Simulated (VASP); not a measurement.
# TaSb (P-6m2) in VASP: further runs

The runs below take TaSb through single point, relaxation of cell and atoms, with PBEsol.

All numbers are computed with VASP 6.6.1; they aren't measurements. Logs are shortened: lines on timing, memory, paths and dates and some standing lists are left out, and cuts for length are marked.

### Step 1. The cell of the first run

Symmetry: P-6m2, No. 187, hexagonal system. Conventional cell: a = 3.542 Å, b = 3.542 Å, c = 3.774 Å, α = 90.00°, β = 90.00°, γ = 120.00°. Within 3.7 Å of Ta (site symmetry -6m2) lie 6 Sb at 2.78 Å and 6 Ta at 3.54 Å. Within 3.7 Å of Sb (site symmetry -6m2) lie 6 Ta at 2.78 Å and 6 Sb at 3.54 Å.

### Step 2. Single point, PBEsol

File INCAR:

```
SYSTEM = TaSb
PREC = Accurate
ENCUT = 520
EDIFF = 1E-6
ISMEAR = 0
SIGMA = 0.1
LREAL = .FALSE.
LASPH = .TRUE.
NELM = 100
ALGO = Normal
ISIF = 2
LWAVE = .FALSE.
LCHARG = .FALSE.
GGA = PS
NBANDS = 15
```

File KPOINTS:

```
Automatic mesh
0
G
  15 15 12
  0 0 0
```

File POSCAR:

```
TaSb
1.0
    3.5418128245      0.0000000000      0.0000000000
   -1.7709064122      3.0672998815      0.0000000000
    0.0000000000      0.0000000000      3.7742596676
Ta Sb
1 1
Direct
    0.6666666667      0.3333333333      0.5000000000
    0.3333333333      0.6666666667      0.0000000000
```

Potentials or basis: VASP PAW PBE potentials, release 64 (Ta_pv, Sb).

Started as:

```console
$ cat potpaw_PBE.64/Ta_pv/POTCAR potpaw_PBE.64/Sb/POTCAR > POTCAR
$ mpirun -np 1 vasp_std > vasp.out
```

OUTCAR:

```text
SYSTEM = TaSb
   PREC = Accurate
   ENCUT = 520
   EDIFF = 1E-6
   ISMEAR = 0
   LREAL = .FALSE.
   LASPH = .TRUE.
   NELM = 100
   ISIF = 2
   GGA = PS

 ion  position               nearest neighbor table
   1  0.667  0.333  0.500-   2 2.78   2 2.78   2 2.78   2 2.78   2 2.78   2 2.78
   2  0.333  0.667  0.000-   1 2.78   1 2.78   1 2.78   1 2.78   1 2.78   1 2.78

  LATTYP: Found a hexagonal cell.
 ALAT       =     3.5418128245
 C/A-ratio  =     1.0656293414

  Lattice vectors:

 A1 = (   3.5418128245,   0.0000000000,   0.0000000000)
 A2 = (  -1.7709064122,   3.0672998815,   0.0000000000)
 A3 = (   0.0000000000,   0.0000000000,   3.7742596676)

Analysis of symmetry for initial positions (statically):
=====================================================================
 Subroutine PRICEL returns:
 Original cell was already a primitive cell.

 Routine SETGRP: Setting up the symmetry group for a
 hexagonal supercell.

 Subroutine GETGRP returns: Found 12 space group operations
 (whereof 12 operations were pure point group operations)
 out of a pool of 24 trial point group operations.

The static configuration has the point symmetry D_3h.

Analysis of symmetry for dynamics (positions and initial velocities):
=====================================================================
 Subroutine PRICEL returns:
 Original cell was already a primitive cell.

 Routine SETGRP: Setting up the symmetry group for a
 hexagonal supercell.

 Subroutine GETGRP returns: Found 12 space group operations
 (whereof 12 operations were pure point group operations)
 out of a pool of 24 trial point group operations.

The dynamic configuration has the point symmetry D_3h.

 Subroutine INISYM returns: Found 12 space group operations
 (whereof 12 operations are pure point group operations),
 and found     1 'primitive' translations

----------------------------------------------------------------------------------------

                                     Primitive cell

  volume of cell :      41.0028

  direct lattice vectors                    reciprocal lattice vectors
     3.541812825  0.000000000  0.000000000     0.282341289  0.163009819  0.000000000
    -1.770906412  3.067299881  0.000000000     0.000000000  0.326019639  0.000000000
     0.000000000  0.000000000  3.774259668     0.000000000  0.000000000  0.264952623

  length of vectors
     3.541812825  3.541812825  3.774259668     0.326019639  0.326019639  0.264952623

  position of ions in fractional coordinates (direct lattice)
     0.666666667  0.333333333  0.500000000
     0.333333333  0.666666667  0.000000000

  ion indices of the primitive-cell ions
   primitive index   ion index
                 1           1
                 2           2

----------------------------------------------------------------------------------------

 KPOINTS: Automatic mesh

Automatic generation of k-mesh.
 Grid dimensions read from file:
 generate k-points for:   15   15   12

 Generating k-lattice:

  Cartesian coordinates                     Fractional coordinates (reciprocal lattice)
     0.018822753  0.010867321  0.000000000     0.066666667  0.000000000  0.000000000
     0.000000000  0.021734643  0.000000000     0.000000000  0.066666667  0.000000000
     0.000000000  0.000000000  0.022079385     0.000000000  0.000000000  0.083333333

  Length of vectors
     0.021734643  0.021734643  0.022079385

  Shift w.r.t. Gamma in fractional coordinates (k-lattice)
     0.000000000  0.000000000  0.000000000

 Subroutine IBZKPT returns following result:
 ===========================================

 Found    189 irreducible k-points:

 Following reciprocal coordinates:
            Coordinates               Weight
  0.000000  0.000000  0.000000      1.000000
  0.066667  0.000000  0.000000      6.000000
  0.133333  0.000000  0.000000      6.000000
  0.200000  0.000000  0.000000      6.000000
  0.266667  0.000000  0.000000      6.000000
  0.333333  0.000000  0.000000      6.000000
[... 16 lines left out ...]
  0.333333  0.200000  0.000000     12.000000
  0.400000  0.200000  0.000000      6.000000
 [... further k-points ...]
   k-points           NKPTS =    189   k-points in BZ     NKDIM =    189   number of bands    NBANDS=     15
   number of dos      NEDOS =    301   number of ions     NIONS =      2
   total plane-waves  NPLWV =  21952
   dimension x,y,z NGX =    28 NGY =   28 NGZ =   28
   dimension x,y,z NGXF=    56 NGYF=   56 NGZF=   56
   ions per type =               1   1
   NGX,Y,Z   is equivalent  to a cutoff of  13.14, 13.14, 12.33 a.u.
   NGXF,Y,Z  is equivalent  to a cutoff of  26.29, 26.29, 24.67 a.u.
 SYSTEM =  TaSb
   PREC   = accura    normal or accurate (medium, high low for compatibility)
   ISTART =      0    job   : 0-new  1-cont  2-samecut
   ICHARG =      2    charge: 1-file 2-atom 10-const
   ISPIN  =      1    spin polarized calculation?
   LNONCOLLINEAR =      F non collinear calculations
   LSORBIT =      F    spin-orbit coupling
   LASPH  =      T    aspherical Exc in radial PAW
   ENCUT  =  520.0 eV  38.22 Ry    6.18 a.u.   6.59  6.59  7.02*2*pi/ulx,y,z
   NELM   =    100;   NELMIN=  2; NELMDL= -5     # of ELM steps
   EDIFF  = 0.1E-05   stopping-criterion for ELM
   LREAL  =      F    real-space projection
   EDIFFG = 0.1E-04   stopping-criterion for IOM
   NSW    =      0    number of steps for IOM
   IBRION =     -1    ionic relax: 0-MD 1-quasi-New 2-CG
   NFREE  =      0    steps in history (QN), initial steepest desc. (CG)
   ISIF   =      2    stress and relaxation
   ISYM   =      2    0-nonsym 1-usesym 2-fastsym
   POTIM  = 0.5000    time-step for ionic-motion
   TEBEG  =    0.0;   TEEND  =   0.0 temperature during run
   PSTRESS=    0.0 pullay stress
   NELECT =      16.0000    total number of electrons
   NUPDOWN=      -1.0000    fix difference up-down
   EMIN   =  10.00;   EMAX   =-10.00  energy-range for DOS
   EFERMI =   0.00;   METHOD = LEGACY
   ISMEAR =     0;   SIGMA  =   0.10  broadening in eV -4-tet -1-fermi 0-gaus
   EFERMI_NEDOS =   21; number of points for ismear=-14 and -15
   IALGO  =     38    algorithm
   IMIX   =      4    mixing-type and parameters
     AMIX     =   0.40;   BMIX     =  1.00
     AMIX_MAG =   1.60;   BMIX_MAG =  1.00
  volume/ion in A,a.u.               =      20.50       138.35
  Fermi-wavevector in a.u.,A,eV,Ry     =   1.196310  2.260698 19.472071  1.431157
  Thomas-Fermi vector in A             =   2.332253
   LORBIT       =      0    0 simple, 1 ext, 2 COOP (PROOUT), +10 PAW based schemes
   GGA     = PS    functional components
   LHFCALC =     F    Hartree Fock is set to
   AEXX    =    0.0000 exact exchange contribution
   IVDW    =     0    specifies the selected vdW correction
   LEPSILON=     F    determine dielectric tensor
   LRPA    =     F    only Hartree local field effects (RPA)
 non-spin polarized calculation
 Gauss-broadening in eV      SIGMA  =   0.10
  energy-cutoff  :      520.00
  volume of cell :       41.00
 maximum number of plane-waves:      1142
 NGX is ok and might be reduce to    28
   NGX = 13   NGY = 13   NGZ = 15

 number of electron      16.0000001 magnetization

 Free energy of the ion-electron system (eV)
  ---------------------------------------------------
  ext. energy  EPLUGINS =         0.00000000
  ---------------------------------------------------
  free energy    TOTEN  =       -17.08976944 eV

  energy without entropy =      -17.08808876  energy(sigma->0) =      -17.08892910

 E-fermi :   8.3311     XC(G=0): -11.7352

 val. band max:        8.3259292930   @ k =   0.4000   0.1333   0.0000
 cond. band min:       8.3824473184   @ k =   0.3333   0.2000   0.0000
 fundamental gap:      0.0565180254
 Fermi energy:         8.3311473044

 k-point     1 :       0.0000    0.0000    0.0000
  band No.  band energies     occupation
      1     -26.5125      2.00000
      2     -26.3197      2.00000
      3     -26.3197      2.00000
      4      -4.2995      2.00000
      5       5.5891      2.00000
      6       6.7941      2.00000
      7       6.7941      2.00000
      8       7.3888      2.00000
      9       9.4823      0.00000
     10       9.4823      0.00000
     11      13.3730      0.00000
     12      13.3730      0.00000
     13      13.4093      0.00000
     14      15.2160      0.00000
     15      17.5149      0.00000

 k-point     2 :       0.0667    0.0000    0.0000
  band No.  band energies     occupation
      1     -26.5114      2.00000
      2     -26.3263      2.00000
      3     -26.3213      2.00000
      4      -4.2225      2.00000
      5       5.6289      2.00000
      6       6.6137      2.00000
      7       6.8510      2.00000
      8       7.1872      2.00000
      9       9.4642      0.00000
     10       9.7625      0.00000
     11      12.4634      0.00000
     12      13.1634      0.00000
     13      14.1544      0.00000
     14      15.2569      0.00000
     15      17.8380      0.00000

 k-point     3 :       0.1333    0.0000    0.0000
  band No.  band energies     occupation
      1     -26.5081      2.00000
      2     -26.3450      2.00000
      3     -26.3259      2.00000
      4      -3.9946      2.00000
      5       5.6327      2.00000
      6       6.2354      2.00000
      7       6.7754      2.00000
      8       7.0152      2.00000
      9       9.4137      0.00000
     10      10.3990      0.00000
     11      11.4741      0.00000
     12      12.6822      0.00000
     13      14.5353      0.00000
     14      15.7238      0.00000
     15      18.5554      0.00000
[... 343 lines left out ...]
 k-point    23 :       0.3333    0.2000    0.0000
  band No.  band energies     occupation
      1     -26.4844      2.00000
      2     -26.4505      2.00000
      3     -26.3858      2.00000
      4      -1.3776      2.00000
      5       2.4471      2.00000
      6       5.0031      2.00000
      7       5.5869      2.00000
      8       8.3824      0.46815
      9       8.5094      0.01169
     10       9.9680      0.00000
     11      11.0131      0.00000
     12      14.5461      0.00000
     13      14.9053      0.00000
     14      17.3221      0.00000
     15      18.0632      0.00000

 k-point    24 :       0.4000    0.2000    0.0000
  band No.  band energies     occupation
      1     -26.4835      2.00000
      2     -26.4536      2.00000
      3     -26.3893      2.00000
      4      -1.1643      2.00000
      5       2.2178      2.00000
      6       4.8856      2.00000
      7       5.5686      2.00000
      8       8.3234      1.08723
      9       8.6449      0.00001
     10      10.1480      0.00000
     11      10.7529      0.00000
     12      14.7478      0.00000
     13      15.1049      0.00000
     14      16.9290      0.00000
     15      18.1355      0.00000

 [... further k-points ...]
[... 5 lines left out ...]
  --------------------------------------------------------------------------------------
  -------------------------------------------------------------------------------------
  Total        0.0499458      0.0499458      0.1013453      0.0000000      0.0000000     -0.0000000
  in kB        1.9516216      1.9516216      3.9600473      0.0000000      0.0000000     -0.0000000
  external PRESSURE =       2.6210968 kB  Pullay stress =       0.0000000 kB

 VOLUME and BASIS-vectors are now :
 -----------------------------------------------------------------------------
  energy-cutoff  :      520.00
  volume of cell :       41.00
      direct lattice vectors                 reciprocal lattice vectors
     3.541812825  0.000000000  0.000000000     0.282341289  0.163009819  0.000000000
    -1.770906412  3.067299881  0.000000000     0.000000000  0.326019639  0.000000000
     0.000000000  0.000000000  3.774259668     0.000000000  0.000000000  0.264952623

 POSITION                                       TOTAL-FORCE (eV/Angst)
 -----------------------------------------------------------------------------------
      1.77091      1.02243      1.88713         0.000000      0.000000      0.000000
     -0.00000      2.04487      0.00000        -0.000000     -0.000000      0.000000
 -----------------------------------------------------------------------------------
    total drift:                               -0.000000      0.000000      0.000000

  FREE ENERGIE OF THE ION-ELECTRON SYSTEM (eV)
  ---------------------------------------------------
  free  energy   TOTEN  =       -17.0897694441 eV

  energy  without entropy=      -17.0880887590  energy(sigma->0) =      -17.08892910
```

It took 59 s on 1 thread of Oxide Virtual Turin-like, shared host; peak memory 0.22 GiB.

Results:

```yaml
Free_energy: -17.0898 eV
Pressure: 0.3 GPa
Band_gap_on_the_k_mesh: zero (band 8 reaches 8.40 eV, above the bottom of band 9 at 8.17 eV)
```

Stress tensor (GPa, compression positive):
```
0.20 0.00 0.00
0.00 0.20 0.00
0.00 0.00 0.40
```

Caveat: the PAW data sets were made with another functional, which shifts forces and pressure a little; spin-orbit coupling is left out, which moves the levels of the heavy elements.

[end of part 1 of 2]
